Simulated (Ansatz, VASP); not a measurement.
**AgI in VASP and in Ansatz**

```
CELL_PARAMETERS angstrom
0.00000 3.23650 3.23650
3.23650 0.00000 3.23650
3.23650 3.23650 0.00000
ATOMIC_POSITIONS crystal
Ag 0.00000 0.00000 0.00000
I 0.25000 0.25000 0.25000
```

Alike in both runs: task single point; functional LDA; k mesh 4 × 4 × 4; no spin polarisation.

```csv
,VASP,Ansatz
version,VASP 6.6.1,Ansatz 0.2.0
potentials or method,"VASP PAW LDA potentials, release 64 (Ag, I), cutoff 500 eV","plane waves, PAW"
occupations,"gaussian, width 0.01 eV",fixed
valence electrons in the cell,18,36
```

```csv
,VASP,Ansatz,Ansatz less VASP
pressure (GPa),-1.9,-1.9,-0.01
```

LDA's correlation is that of Perdew and Zunger in VASP and of Perdew and Wang (1992) in Ansatz. VASP's potentials hold 18 valence electrons a cell and Ansatz's 36, so a difference there can come from the potentials and not from the codes. Ansatz's warnings: stress scf threshold loose.

The k mesh is coarse, so the values compare programs but aren't converged. Spin-orbit coupling is off throughout.
